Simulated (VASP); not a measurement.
Crystal: HfO2.

```
Hf O
1.0
     3.55802    0.00000    0.00000
     0.00000    3.55802    0.00000
     0.00000    0.00000    5.17186
Hf O
2 4
Direct
  0.50000 0.50000 0.50000
  0.00000 0.00000 0.00000
  0.00000 0.50000 0.69721
  0.50000 0.00000 0.80279
  0.50000 0.00000 0.30279
  0.00000 0.50000 0.19721
```

```yaml
Program: VASP 6.6.1
Task: relaxation of cell and atoms
Functional: RPBE
Potentials_or_basis: VASP PAW PBE potentials, release 64 (Hf_pv, O)
Cutoff: 600 eV
k_mesh: 6 × 6 × 4
Occupations: gaussian, width 0.01 eV
Spin: no spin polarisation
```

At the start: pressure 11.3 GPa; volume 10.91 Å³/atom.

Where does the relaxation end?

Over 12 steps the energy falls by 18.9 meV/atom and the volume is 11.53 Å³/atom (+5.6 %); space group P4_2/nmc (No. 137, to 0.05 Å).

Step by step:
```
step  energy change (eV)  largest force (eV/Å)  pressure (GPa)  volume (Å³)
   1              0.0000                0.1205           11.32        65.47
   2              0.1064                0.4373          -13.20        73.06
   3             -0.1003                0.1321           -0.22        68.46
   4             -0.1003                0.1258            0.17        68.38
   5             -0.1034                0.1167            0.18        68.48
   6             -0.1094                0.0841            0.21        68.76
   7             -0.1067                0.0012            0.52        69.34
   8             -0.1108                0.0587            0.28        68.97
   9             -0.1128                0.0295           -0.09        69.17
  10             -0.1132                0.0100           -0.36        69.32
  11             -0.1132                0.0124           -0.33        69.30
  12             -0.1133                0.0091            0.17        69.16
```

Final structure:
```
Hf O
1.0
     3.61171    0.00000    0.00000
     0.00000    3.61171    0.00000
     0.00000    0.00000    5.30192
Hf O
2 4
Direct
  0.50000 0.50000 0.50000
  0.00000 0.00000 0.00000
  0.00000 0.50000 0.68924
  0.50000 0.00000 0.81076
  0.50000 0.00000 0.31076
  0.00000 0.50000 0.18924
```

Caveat: the PAW data sets were made with another functional, which shifts forces and pressure a little.
